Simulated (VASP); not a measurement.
# Be3Te2O (P4mm) in VASP: single point with PBE

Aim: the single point of Be3Te2O with PBE.

All numbers are computed with VASP 6.6.1; they aren't measurements. Logs are shortened: lines on timing, memory, paths and dates and some standing lists are left out, and cuts for length are marked.

### 1 The cell of the first run

Symmetry: P4mm, No. 99, tetragonal system. Conventional cell: a = 3.699 Å, b = 3.699 Å, c = 8.989 Å, α = 90.00°, β = 90.00°, γ = 90.00°. Be (site symmetry 4mm) has 1 O at 1.59 Å within 2.1 Å. Be (site symmetry 2mm) has 2 O at 1.92 Å and 2 Te at 2.43 Å within 2.5 Å. Te (site symmetry 4mm) has 4 Be at 2.43 Å within 3.2 Å. Te (site symmetry 4mm) has 8 Be at 2.67 to 3.24 Å and 4 O at 3.38 Å within 3.5 Å. Within 2.1 Å of O (site symmetry 4mm) lie 5 Be at 1.59 to 1.92 Å.

The cell was generated, and may not be a known phase.

### 2 Single point, PBE

Input file INCAR:

```
SYSTEM = Be3Te2O
PREC = Accurate ; ENCUT = 600
EDIFF = 1E-6 ; ISMEAR = 0
SIGMA = 0.15 ; LREAL = .FALSE.
LASPH = .TRUE. ; NELM = 120
ALGO = Normal ; ISIF = 2
LWAVE = .FALSE. ; LCHARG = .FALSE.
GGA = PE ; NBANDS = 21
GGA_COMPAT = .FALSE.
```

Input file KPOINTS:

```
Automatic mesh
0
G
  3 3 2
  0 0 0
```

Input file POSCAR:

```
Be3Te2O
1.0
    3.6992064065      0.0000000000      0.0000000000
    0.0000000000      3.6992064065      0.0000000000
    0.0000000000      0.0000000000      8.9892069837
Be Te O
3 2 1
Direct
    0.5000000000      0.5000000000      0.7122587499
    0.5000000000      0.0000000000      0.4784954964
    0.0000000000      0.5000000000      0.4784954964
    0.0000000000      0.0000000000      0.3037595047
    0.0000000000      0.0000000000      0.7738812998
    0.5000000000      0.5000000000      0.5350788628
```

Potentials or basis: VASP PAW PBE potentials, release 64 (Be, Te, O).

Run with:

```sh
cat potpaw_PBE.64/Be/POTCAR potpaw_PBE.64/Te/POTCAR potpaw_PBE.64/O/POTCAR > POTCAR
mpirun -np 1 vasp_std > vasp.out
```

OUTCAR:

```text
SYSTEM = Be3Te2O
   PREC = Accurate
   ENCUT = 600
   EDIFF = 1E-6
   ISMEAR = 0
   LREAL = .FALSE.
   LASPH = .TRUE.
   NELM = 120
   ISIF = 2
   GGA = PE

 ion  position               nearest neighbor table
   1  0.500  0.500  0.712-   6 1.59   5 2.67   5 2.67   5 2.67   5 2.67
   2  0.500  0.000  0.478-   6 1.92   6 1.92   4 2.43   4 2.43
   3  0.000  0.500  0.478-   6 1.92   6 1.92   4 2.43   4 2.43
   4  0.000  0.000  0.304-   2 2.43   3 2.43   3 2.43   2 2.43
   5  0.000  0.000  0.774-   1 2.67   1 2.67   1 2.67   1 2.67
   6  0.500  0.500  0.535-   1 1.59   2 1.92   3 1.92   2 1.92   3 1.92

  LATTYP: Found a simple tetragonal cell.
 ALAT       =     3.6992064065
 C/A-ratio  =     2.4300366067

  Lattice vectors:

 A1 = (   3.6992064065,   0.0000000000,   0.0000000000)
 A2 = (   0.0000000000,   3.6992064065,   0.0000000000)
 A3 = (   0.0000000000,   0.0000000000,   8.9892069837)

Analysis of symmetry for initial positions (statically):
=====================================================================
 Subroutine PRICEL returns:
 Original cell was already a primitive cell.

 Routine SETGRP: Setting up the symmetry group for a
 simple tetragonal supercell.

 Subroutine GETGRP returns: Found  8 space group operations
 (whereof  8 operations were pure point group operations)
 out of a pool of 16 trial point group operations.

The static configuration has the point symmetry C_4v.

Analysis of symmetry for dynamics (positions and initial velocities):
=====================================================================
 Subroutine PRICEL returns:
 Original cell was already a primitive cell.

 Routine SETGRP: Setting up the symmetry group for a
 simple tetragonal supercell.

 Subroutine GETGRP returns: Found  8 space group operations
 (whereof  8 operations were pure point group operations)
 out of a pool of 16 trial point group operations.

The dynamic configuration has the point symmetry C_4v.

 Subroutine INISYM returns: Found  8 space group operations
 (whereof  8 operations are pure point group operations),
 and found     1 'primitive' translations

----------------------------------------------------------------------------------------

                                     Primitive cell

  volume of cell :     123.0095

  direct lattice vectors                    reciprocal lattice vectors
     3.699206407  0.000000000  0.000000000     0.270328252  0.000000000  0.000000000
     0.000000000  3.699206407  0.000000000     0.000000000  0.270328252  0.000000000
     0.000000000  0.000000000  8.989206984     0.000000000  0.000000000  0.111244518

  length of vectors
     3.699206407  3.699206407  8.989206984     0.270328252  0.270328252  0.111244518

  position of ions in fractional coordinates (direct lattice)
     0.500000000  0.500000000  0.712258750
     0.500000000  0.000000000  0.478495496
     0.000000000  0.500000000  0.478495496
     0.000000000  0.000000000  0.303759505
     0.000000000  0.000000000  0.773881300
     0.500000000  0.500000000  0.535078863

  ion indices of the primitive-cell ions
   primitive index   ion index
                 1           1
                 2           2
                 3           3
                 4           4
                 5           5
                 6           6

----------------------------------------------------------------------------------------

 KPOINTS: Automatic mesh

Automatic generation of k-mesh.
 Grid dimensions read from file:
 generate k-points for:    3    3    2

 Generating k-lattice:

  Cartesian coordinates                     Fractional coordinates (reciprocal lattice)
     0.090109417  0.000000000  0.000000000     0.333333333  0.000000000  0.000000000
     0.000000000  0.090109417  0.000000000     0.000000000  0.333333333  0.000000000
     0.000000000  0.000000000  0.055622259     0.000000000  0.000000000  0.500000000

  Length of vectors
     0.090109417  0.090109417  0.055622259

  Shift w.r.t. Gamma in fractional coordinates (k-lattice)
     0.000000000  0.000000000  0.000000000

 Subroutine IBZKPT returns following result:
 ===========================================

 Found      6 irreducible k-points:

 Following reciprocal coordinates:
            Coordinates               Weight
  0.000000  0.000000  0.000000      1.000000
  0.333333  0.000000  0.000000      4.000000
  0.333333  0.333333  0.000000      4.000000
  0.000000  0.000000  0.500000      1.000000
  0.333333  0.000000  0.500000      4.000000
  0.333333  0.333333  0.500000      4.000000
   k-points           NKPTS =      6   k-points in BZ     NKDIM =      6   number of bands    NBANDS=     21
   number of dos      NEDOS =    301   number of ions     NIONS =      6
   total plane-waves  NPLWV =  64800
   dimension x,y,z NGX =    30 NGY =   30 NGZ =   72
   dimension x,y,z NGXF=    60 NGYF=   60 NGZF=  144
   ions per type =               3   2   1
   NGX,Y,Z   is equivalent  to a cutoff of  13.48, 13.48, 13.32 a.u.
   NGXF,Y,Z  is equivalent  to a cutoff of  26.96, 26.96, 26.63 a.u.
 SYSTEM =  Be3Te2O
   PREC   = accura    normal or accurate (medium, high low for compatibility)
   ISTART =      0    job   : 0-new  1-cont  2-samecut
   ICHARG =      2    charge: 1-file 2-atom 10-const
   ISPIN  =      1    spin polarized calculation?
   LNONCOLLINEAR =      F non collinear calculations
   LSORBIT =      F    spin-orbit coupling
   LASPH  =      T    aspherical Exc in radial PAW
   ENCUT  =  600.0 eV  44.10 Ry    6.64 a.u.   7.39  7.39 17.95*2*pi/ulx,y,z
   NELM   =    120;   NELMIN=  2; NELMDL= -5     # of ELM steps
   EDIFF  = 0.1E-05   stopping-criterion for ELM
   LREAL  =      F    real-space projection
   EDIFFG = 0.1E-04   stopping-criterion for IOM
   NSW    =      0    number of steps for IOM
   IBRION =     -1    ionic relax: 0-MD 1-quasi-New 2-CG
   NFREE  =      0    steps in history (QN), initial steepest desc. (CG)
   ISIF   =      2    stress and relaxation
   ISYM   =      2    0-nonsym 1-usesym 2-fastsym
   POTIM  = 0.5000    time-step for ionic-motion
   TEBEG  =    0.0;   TEEND  =   0.0 temperature during run
   PSTRESS=    0.0 pullay stress
   NELECT =      24.0000    total number of electrons
   NUPDOWN=      -1.0000    fix difference up-down
   EMIN   =  10.00;   EMAX   =-10.00  energy-range for DOS
   EFERMI =   0.00;   METHOD = LEGACY
   ISMEAR =     0;   SIGMA  =   0.15  broadening in eV -4-tet -1-fermi 0-gaus
   EFERMI_NEDOS =   21; number of points for ismear=-14 and -15
   IALGO  =     38    algorithm
   IMIX   =      4    mixing-type and parameters
     AMIX     =   0.40;   BMIX     =  1.00
     AMIX_MAG =   1.60;   BMIX_MAG =  1.00
  volume/ion in A,a.u.               =      20.50       138.35
  Fermi-wavevector in a.u.,A,eV,Ry     =   0.949509  1.794312 12.266568  0.901567
  Thomas-Fermi vector in A             =   2.077799
   LORBIT       =      0    0 simple, 1 ext, 2 COOP (PROOUT), +10 PAW based schemes
   GGA     = PE    functional components
   LHFCALC =     F    Hartree Fock is set to
   AEXX    =    0.0000 exact exchange contribution
   IVDW    =     0    specifies the selected vdW correction
   LEPSILON=     F    determine dielectric tensor
   LRPA    =     F    only Hartree local field effects (RPA)
 non-spin polarized calculation
 Gauss-broadening in eV      SIGMA  =   0.15
  energy-cutoff  :      600.00
  volume of cell :      123.01
 maximum number of plane-waves:      4163
 NGX is ok and might be reduce to    30
   NGX = 15   NGY = 15   NGZ = 35

 number of electron      23.9999994 magnetization

 Free energy of the ion-electron system (eV)
  ---------------------------------------------------
  ext. energy  EPLUGINS =         0.00000000
  ---------------------------------------------------
  free energy    TOTEN  =       -25.76592014 eV

  energy without entropy =      -25.76592014  energy(sigma->0) =      -25.76592014

 E-fermi :   4.7786     XC(G=0):  -8.3163

 val. band max:        4.1815875127   @ k =   0.3333   0.0000   0.0000
 cond. band min:       5.3763792329   @ k =   0.3333   0.3333   0.5000
 fundamental gap:      1.1947917202
 Fermi energy:         4.7785575771

 k-point     1 :       0.0000    0.0000    0.0000
  band No.  band energies     occupation
      1     -16.3290      2.00000
      2      -8.0754      2.00000
      3      -7.5431      2.00000
      4      -2.6630      2.00000
      5      -2.6630      2.00000
      6      -2.1740      2.00000
[... 13 lines left out ...]
     20      11.0316      0.00000
     21      11.2261      0.00000

 k-point     2 :       0.3333    0.0000    0.0000
  band No.  band energies     occupation
      1     -16.2782      2.00000
      2      -7.6798      2.00000
      3      -6.9561      2.00000
      4      -3.1019      2.00000
      5      -2.6887      2.00000
      6      -2.3837      2.00000
[... 13 lines left out ...]
     20      10.3966      0.00000
     21      10.6374      0.00000

 k-point     3 :       0.3333    0.3333    0.0000
  band No.  band energies     occupation
      1     -16.2447      2.00000
      2      -7.1208      2.00000
      3      -6.2433      2.00000
      4      -3.2814      2.00000
      5      -2.8490      2.00000
      6      -2.5440      2.00000
[... 13 lines left out ...]
     20      11.0853      0.00000
     21      11.3318      0.00000

 k-point     4 :       0.0000    0.0000    0.5000
  band No.  band energies     occupation
      1     -16.3290      2.00000
      2      -8.0782      2.00000
      3      -7.5399      2.00000
      4      -2.6629      2.00000
      5      -2.6629      2.00000
      6      -2.2162      2.00000
[... 13 lines left out ...]
     20       9.6414      0.00000
     21      11.2832      0.00000

 k-point     5 :       0.3333    0.0000    0.5000
  band No.  band energies     occupation
      1     -16.2782      2.00000
      2      -7.6711      2.00000
      3      -6.9716      2.00000
      4      -3.0763      2.00000
      5      -2.6913      2.00000
      6      -2.3838      2.00000
[... 13 lines left out ...]
     20      10.3777      0.00000
     21      10.6888      0.00000

 k-point     6 :       0.3333    0.3333    0.5000
  band No.  band energies     occupation
      1     -16.2447      2.00000
      2      -7.1125      2.00000
      3      -6.2595      2.00000
      4      -3.2806      2.00000
      5      -2.8337      2.00000
      6      -2.5448      2.00000
[... 13 lines left out ...]
     20      11.1695      0.00000
     21      11.5376      0.00000

------------------------ aborting loop because EDIFF is reached ----------------------------------------

  FORCE on cell =-STRESS in cart. coord.  units (eV):
  Direction    XX          YY          ZZ          XY          YZ          ZX
  --------------------------------------------------------------------------------------
  -------------------------------------------------------------------------------------
  Total        0.0016695      0.0016695      0.2649902      0.0000000      0.0000000      0.0000000
  in kB        0.0217449      0.0217449      3.4514530      0.0000000      0.0000000      0.0000000
  external PRESSURE =       1.1649809 kB  Pullay stress =       0.0000000 kB

 VOLUME and BASIS-vectors are now :
 -----------------------------------------------------------------------------
  energy-cutoff  :      600.00
  volume of cell :      123.01
      direct lattice vectors                 reciprocal lattice vectors
     3.699206407  0.000000000  0.000000000     0.270328252  0.000000000  0.000000000
     0.000000000  3.699206407  0.000000000     0.000000000  0.270328252  0.000000000
     0.000000000  0.000000000  8.989206984     0.000000000  0.000000000  0.111244518

 POSITION                                       TOTAL-FORCE (eV/Angst)
 -----------------------------------------------------------------------------------
      1.84960      1.84960      6.40264        -0.000000     -0.000000      0.022855
      1.84960      0.00000      4.30130        -0.000000     -0.000000      0.040430
      0.00000      1.84960      4.30130        -0.000000     -0.000000      0.040430
      0.00000      0.00000      2.73056         0.000000     -0.000000     -0.076722
      0.00000      0.00000      6.95658        -0.000000     -0.000000      0.011063
      1.84960      1.84960      4.80993        -0.000000      0.000000     -0.038057
 -----------------------------------------------------------------------------------
    total drift:                                0.000000      0.000000      0.000780

  FREE ENERGIE OF THE ION-ELECTRON SYSTEM (eV)
  ---------------------------------------------------
  free  energy   TOTEN  =       -25.7659201444 eV

  energy  without entropy=      -25.7659201362  energy(sigma->0) =      -25.76592014
```

Run time: 17 s. Hardware: 1 thread of Intel Xeon Platinum 8488C (Sapphire Rapids), shared host; peak memory 0.24 GiB.

What came out:

- Free energy: -25.7659 eV
- Pressure: 0.1 GPa
- Largest force: 0.077 eV/Å
- Band gap on the k mesh: 1.19 eV (least direct gap 1.82 eV)

Forces on the atoms (eV/Å):
```
Be   0.000  0.000  0.023
Be   0.000  0.000  0.040
Be   0.000  0.000  0.040
Te   0.000  0.000 -0.077
Te   0.000  0.000  0.011
O    0.000  0.000 -0.038
```

Stress tensor (GPa, compression positive):
```
0.00 0.00 0.00
0.00 0.00 0.00
0.00 0.00 0.35
```

Levels at points of the mesh, in eV from the valence-band top:
| k point | band 9 | band 10 | band 11 | band 12 | band 13 | band 14 | band 15 | band 16 |
| --- | --- | --- | --- | --- | --- | --- | --- | --- |
| (0.00, 0.00, 0.00) | -1.10 | -1.10 | -0.75 | -0.75 | 1.60 | 2.11 | 2.32 | 3.05 |
| (0.00, 0.00, 0.50) | -1.12 | -1.12 | -0.73 | -0.73 | 2.04 | 2.32 | 2.62 | 3.04 |

Caveat: the k points lie up to 0.57 Å⁻¹ apart; spin-orbit coupling is left out, which moves the levels of the heavy elements; this functional lacks dispersion, which binds layers or chains, so the pressure and a relaxed spacing across them are unreliable.
